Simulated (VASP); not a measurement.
# HfSiO4 (P-6m2) in VASP: a series of runs, part 2 of 2

VASP 6.6.1. Earlier steps stand in the parts before.

### Step 3. Single point, PBE

This run uses another cell than the first one, of 11.98 Å³/atom.

The input, INCAR:

```
ALGO = Normal
EDIFF = 1E-7
ENCUT = 520
GGA = PE
ISIF = 2
ISMEAR = 0
LASPH = True
LCHARG = False
LREAL = False
LWAVE = False
NBANDS = 28
NELM = 80
PREC = Accurate
SIGMA = 0.1
```

The input, KPOINTS:

```
k-points
0
Gamma
  6 6 4
```

The input, POSCAR:

```
HfSiO4
1.0
    4.6772160400      0.0000000000      0.0000000000
   -2.3386080200      4.0505879100      0.0000000000
    0.0000000000      0.0000000000      3.7934471300
Hf Si O
1 1 4
Direct
    0.0000000000      0.0000000000      0.0000000000
    0.3333333300      0.6666666700      0.0000000000
    0.6666666700      0.3333333300      0.0000000000
    0.0038460000      0.5019230000      0.5000000000
    0.4980770000      0.5019230000      0.5000000000
    0.4980770000      0.9961540000      0.5000000000
```

Potentials or basis: VASP PAW PBE potentials, release 64 (Hf_pv, Si, O).

Run with:

```bash
$ cat potpaw_PBE.64/Hf_pv/POTCAR potpaw_PBE.64/Si/POTCAR potpaw_PBE.64/O/POTCAR > POTCAR
$ mpirun -np 1 vasp_std > vasp.out
```

OUTCAR:

```text
EDIFF = 1E-7
   ENCUT = 520
   GGA = PE
   ISIF = 2
   ISMEAR = 0
   LASPH = True
   LREAL = False
   NELM = 80
   PREC = Accurate

 ion  position               nearest neighbor table
   1  0.000  0.000  0.000-   2 2.70   3 2.70   3 2.70   2 2.70   3 2.70   2 2.70
   2  0.333  0.667  0.000-   4 2.32   4 2.32   6 2.32   6 2.32   5 2.32   5 2.32   1 2.70   1 2.70
                             1 2.70
   3  0.667  0.333  0.000-   1 2.70   1 2.70   1 2.70
   4  0.004  0.502  0.500-   2 2.32   2 2.32
   5  0.498  0.502  0.500-   2 2.32   2 2.32
   6  0.498  0.996  0.500-   2 2.32   2 2.32

  LATTYP: Found a hexagonal cell.
 ALAT       =     4.6772160400
 C/A-ratio  =     0.8110480888

  Lattice vectors:

 A1 = (   4.6772160400,   0.0000000000,   0.0000000000)
 A2 = (  -2.3386080200,   4.0505879100,   0.0000000000)
 A3 = (   0.0000000000,   0.0000000000,   3.7934471300)

Analysis of symmetry for initial positions (statically):
[... 177 lines left out ...]

 E-fermi :   4.7539     XC(G=0): -11.2073

 val. band max:        4.7206676657   @ k =   0.1667   0.1667   0.5000
 cond. band min:       4.7685683367   @ k =   0.1667   0.1667   0.2500
 fundamental gap:      0.0479006710
 Fermi energy:         4.7538911299

 k-point     1 :       0.0000    0.0000    0.0000
  band No.  band energies     occupation
      1     -27.9539      2.00000
      2     -27.7494      2.00000
      3     -27.7494      2.00000
      4     -14.7744      2.00000
      5     -11.9709      2.00000
      6     -11.9709      2.00000
[... 640 lines left out ...]
     27       9.0815      0.00000
     28      10.9543      0.00000

------------------------ aborting loop because EDIFF is reached ----------------------------------------

  FORCE on cell =-STRESS in cart. coord.  units (eV):
  Direction    XX          YY          ZZ          XY          YZ          ZX
  --------------------------------------------------------------------------------------
  -------------------------------------------------------------------------------------
  Total       -4.4925508     -4.4925508     -9.9594637      0.0000000      0.0000000      0.0000000
  in kB     -100.1530201   -100.1530201   -222.0276210      0.0000000      0.0000000      0.0000000
  external PRESSURE =    -140.7778871 kB  Pullay stress =       0.0000000 kB

 VOLUME and BASIS-vectors are now :
 -----------------------------------------------------------------------------
  energy-cutoff  :      520.00
  volume of cell :       71.87
      direct lattice vectors                 reciprocal lattice vectors
     4.677216040  0.000000000  0.000000000     0.213802397  0.123438871  0.000000000
    -2.338608020  4.050587910  0.000000000     0.000000000  0.246877743  0.000000000
     0.000000000  0.000000000  3.793447130     0.000000000  0.000000000  0.263612479

 POSITION                                       TOTAL-FORCE (eV/Angst)
 -----------------------------------------------------------------------------------
      0.00000      0.00000      0.00000         0.000000      0.000000     -0.000000
     -0.00000      2.70039      0.00000         0.000000      0.000000     -0.000000
      2.33861      1.35020      0.00000         0.000000      0.000000     -0.000000
     -1.15581      2.03308      1.89672         0.863023      0.498267      0.000000
      1.15581      2.03308      1.89672        -0.863023      0.498267      0.000000
      0.00000      4.03501      1.89672         0.000000     -0.996533     -0.000000
 -----------------------------------------------------------------------------------
    total drift:                               -0.000029      0.000017      0.000000

  FREE ENERGIE OF THE ION-ELECTRON SYSTEM (eV)
  ---------------------------------------------------
  free  energy   TOTEN  =       -32.2417761787 eV

  energy  without entropy=      -32.2026039227  energy(sigma->0) =      -32.22219005
```

Run time: 48 s. Hardware: 1 thread of Intel Xeon Platinum 8259CL at 2.50GHz (Skylake/Cascade Lake), shared host; peak memory 0.2 GiB.

Results:

```
Free energy            : -32.2418 eV
Pressure               : -14.1 GPa
Largest force          : 0.997 eV/Å
Band gap on the k mesh : zero (bands 19 and 20 overlap by 0.55 eV)
```

Forces in eV/Å, atoms in the order of the input:
```
Hf   0.000  0.000  0.000
Si   0.000  0.000  0.000
O    0.000  0.000  0.000
O    0.863  0.498  0.000
O   -0.863  0.498  0.000
O    0.000 -0.997  0.000
```

Caveat: the k points lie up to 0.41 Å⁻¹ apart, too coarse for converged energies and pressures of a metal; spin-orbit coupling is left out, which moves the levels of the heavy elements.

### Step 4. Single point, PBE

This run uses another cell than the first one, of 11.25 Å³/atom.

The input, INCAR:

```
  PREC = Accurate
  ENCUT = 520
  EDIFF = 1E-7
  ISMEAR = 0
  SIGMA = 0.1
  LREAL = False
  LASPH = True
  NELM = 60
  ALGO = Normal
  ISIF = 2
  LWAVE = False
  LCHARG = False
  GGA = PE
  NBANDS = 28
```

The input, KPOINTS:

```
Automatic mesh
0
Gamma
  6 6 6
```

The input, POSCAR:

```
HfSiO4
1.0
    5.4465557057      0.0000000000      0.0000000000
   -2.7232778529      4.7168556043      0.0000000000
    0.0000000000      0.0000000000      2.6265130260
Hf Si O
1 1 4
Direct
    0.0000000000      0.0000000000      0.0000000000
    0.3333333333      0.6666666667      0.0000000000
    0.6666666667      0.3333333333      0.0000000000
    0.0572094935      0.5286047468      0.5000000000
    0.4713952532      0.5286047468      0.5000000000
    0.4713952532      0.9427905065      0.5000000000
```

Run with:

```bash
$ cat potpaw_PBE.64/Hf_pv/POTCAR potpaw_PBE.64/Si/POTCAR potpaw_PBE.64/O/POTCAR > POTCAR
$ mpirun -np 1 vasp_std > vasp.out
```

Wall time 65 s (1 thread of Intel Xeon Platinum 8259CL at 2.50GHz (Skylake/Cascade Lake), shared host); peak memory 0.2 GiB.

Results (log left out):

| Item | Value |
| --- | --- |
| Free energy | -36.2163 eV |
| Pressure | -0.1 GPa |
| Largest force | 0.051 eV/Å |
| Band gap on the k mesh | zero (bands 19 and 20 overlap by 0.89 eV) |

Forces in eV/Å, atoms in the order of the input:
```
Hf   0.000  0.000  0.000
Si   0.000  0.000  0.000
O    0.000  0.000  0.000
O   -0.044 -0.026  0.000
O    0.044 -0.026  0.000
O    0.000  0.051  0.000
```

Stress tensor (GPa, compression positive):
```
-0.12  0.00  0.00
 0.00 -0.12  0.00
 0.00  0.00 -0.21
```

Levels at points of the mesh, in eV from the Fermi level:
```tsv
k point	band 16	band 17	band 18	band 19	band 20	band 21	band 22	band 23
(0.00, 0.00, 0.00)	-2.85	-2.27	-0.62	-0.44	-0.44	0.14	1.22	1.22
(0.50, 0.00, 0.00)	-2.71	-2.54	-0.72	0.22	0.27	0.34	1.99	2.41
(0.00, 0.00, 0.50)	-1.71	-1.25	-1.07	-1.07	0.23	0.23	2.11	2.11
(0.50, 0.00, 0.50)	-1.78	-1.47	-1.18	-1.09	0.11	0.17	1.21	1.64
```

Caveat: the k points lie up to 0.40 Å⁻¹ apart, too coarse for converged energies and pressures of a metal; spin-orbit coupling is left out, which moves the levels of the heavy elements.

### Step 5. Relaxation of cell and atoms, PBE

This run uses another cell than the first one, of 11.98 Å³/atom.

The input, INCAR:

```
SYSTEM = HfSiO4
  PREC = Accurate
  ENCUT = 600
  EDIFF = 1E-6
  ISMEAR = 0
  SIGMA = 0.1
  LREAL = .False.
  LASPH = .True.
  NELM = 100
  ALGO = Normal
  ISIF = 3
  LWAVE = .False.
  LCHARG = .False.
  GGA = PE
  IBRION = 2
  NSW = 90
  EDIFFG = -0.04
```

The input, KPOINTS:

```
regular mesh
0
Gamma
  6 6 4
  0 0 0
```

The input, POSCAR:

```
HfSiO4
1.0
    4.6772160400      0.0000000000      0.0000000000
   -2.3386080200      4.0505879100      0.0000000000
    0.0000000000      0.0000000000      3.7934471300
Hf Si O
1 1 4
Direct
    0.0000000000      0.0000000000      0.0000000000
    0.3333333300      0.6666666700      0.0000000000
    0.6666666700      0.3333333300      0.0000000000
    0.0038460000      0.5019230000      0.5000000000
    0.4980770000      0.5019230000      0.5000000000
    0.4980770000      0.9961540000      0.5000000000
```

Run with:

```bash
$ cat potpaw_PBE.64/Hf_pv/POTCAR potpaw_PBE.64/Si/POTCAR potpaw_PBE.64/O/POTCAR > POTCAR
$ mpirun -np 1 vasp_std > vasp.out
```

It took 11 min on 1 thread of Intel Xeon Platinum 8259CL at 2.50GHz (Skylake/Cascade Lake), shared host; peak memory 0.25 GiB.

Results (log left out):

```
Free energy                           : -35.7739 eV
Relaxed volume                        : 10.73 Å³/atom
Relaxed cell                          : a = 5.194 Å, b = 5.194 Å, c = 2.755 Å, α = 90.00°, β = 90.00°, γ = 120.00°
Space group after relaxing (to 0.1 Å) : P-6m2 (No. 187)
Energy gained by relaxing             : 588.2 meV/atom
Ionic steps                           : 21
Pressure after relaxing               : 0.0 GPa
Largest force after relaxing          : 0.039 eV/Å
Band gap on the k mesh                : zero (bands 19 and 20 overlap by 0.90 eV)
```

Forces on the atoms (eV/Å):
```
Hf   0.000  0.000  0.000
Si   0.000  0.000  0.000
O    0.000  0.000  0.000
O    0.034  0.020  0.000
O   -0.034  0.020  0.000
O    0.000 -0.039  0.000
```

Stress tensor (GPa, compression positive):
```
-0.07  0.00  0.00
 0.00 -0.07  0.00
 0.00  0.00  0.11
```

Step by step:
```
step  energy change (eV)  largest force (eV/Å)  pressure (GPa)  volume (Å³)
   1              0.0000                0.9965          -14.16        71.87
   2             -0.8655                0.4220            4.00        61.37
   3             -0.8807                0.2626            6.98        60.32
   4             -1.6873                0.9423           12.94        57.64
   5             -2.3380                2.2671           27.84        54.19
   6             -2.7299                1.6056           25.66        54.74
   7             -2.9317                0.0790           25.81        55.58
   8             -2.9573                0.3467           25.30        55.46
   9             -3.2172                0.0203           16.81        57.40
  10             -3.4613                0.5269            2.61        61.63
  11             -3.4664                0.6011            0.66        62.33
  12             -3.4664                0.6160            0.27        62.48
  13             -3.4787                0.4361            0.20        62.65
  14             -3.4937                0.0863            0.13        63.14
  15             -3.5033                0.0645            0.24        63.29
  16             -3.5246                0.0041            0.56        63.73
  17             -3.5063                0.1408            1.62        64.55
  18             -3.5218                0.0357            1.35        64.19
  19             -3.5278                0.0054            0.91        63.94
  20             -3.5278                0.0040            0.85        63.93
  21             -3.5289                0.0391           -0.01        64.35
```

Final structure:
```cif
data_structure
_symmetry_space_group_name_H-M 'P 1'
_symmetry_Int_Tables_number 1
_cell_length_a 5.1936
_cell_length_b 5.1936
_cell_length_c 2.7549
_cell_angle_alpha 90.000
_cell_angle_beta 90.000
_cell_angle_gamma 120.000
_cell_volume 64.35
loop_
_atom_site_label
_atom_site_type_symbol
_atom_site_fract_x
_atom_site_fract_y
_atom_site_fract_z
_atom_site_occupancy
Hf1 Hf 0.00000 0.00000 0.00000 1
Si1 Si 0.33333 0.66667 0.00000 1
O1 O 0.66667 0.33333 0.00000 1
O2 O 0.04420 0.52210 0.50000 1
O3 O 0.47790 0.52210 0.50000 1
O4 O 0.47790 0.95580 0.50000 1
```

Levels at points of the mesh, in eV from the Fermi level:
```
           k point  band 17  band 18  band 19  band 20  band 21  band 22
(0.00, 0.00, 0.00)    -2.30    -1.15    -0.71    -0.71    -0.25     1.34
(0.50, 0.00, 0.00)    -2.68    -1.14     0.02     0.14     0.33     1.96
(0.00, 0.00, 0.50)    -1.23    -1.23    -0.66     0.80     0.80     1.76
(0.50, 0.00, 0.50)    -1.83    -1.35    -0.96     0.62     0.67     0.72
```

Caveat: the k points lie up to 0.57 Å⁻¹ apart in the final cell, too coarse for converged energies and pressures of a metal; a cell axis changed by over 15 % at a fixed basis, so the end point is rough; spin-orbit coupling is left out, which moves the levels of the heavy elements.

### Step 6. Overview

```tsv
task	cell	k mesh	cutoff (eV)	gap on the mesh (eV)	pressure (GPa)	largest force (eV/Å)
single point	a = 5.209, b = 5.209, c = 2.753 Å, angles 90.0, 90.0, 120.0°, 6 atoms, atomic positions A	6 × 6 × 4	520	none	-0.2	0.04
single point	a = 4.677, b = 4.677, c = 3.793 Å, angles 90.0, 90.0, 120.0°, 6 atoms, atomic positions B	6 × 6 × 4	520	none	-14.1	1.00
single point	a = 5.447, b = 5.447, c = 2.627 Å, angles 90.0, 90.0, 120.0°, 6 atoms, atomic positions C	6 × 6 × 6	520	none	-0.1	0.05
relaxation of cell and atoms	relaxed from a = 4.677, b = 4.677, c = 3.793 Å, angles 90.0, 90.0, 120.0°, 6 atoms, atomic positions B	6 × 6 × 4	600	none	0.0	0.04
```

Alike in all rows: level PBE; potentials or basis VASP PAW PBE potentials, release 64 (Hf_pv, Si, O); no spin polarisation; smearing gaussian 0.1 eV.

Caveats: all runs use coarse meshes; spin-orbit coupling is left out, which moves the levels of the heavy elements; a cell axis changed by over 15 % at a fixed basis, so the end point is rough (at least some runs).

Total energies depend on the potentials used, so only differences within one code and one set of settings carry meaning.

The gap in the log of VASP goes by the Fermi energy; the results here count the filled bands.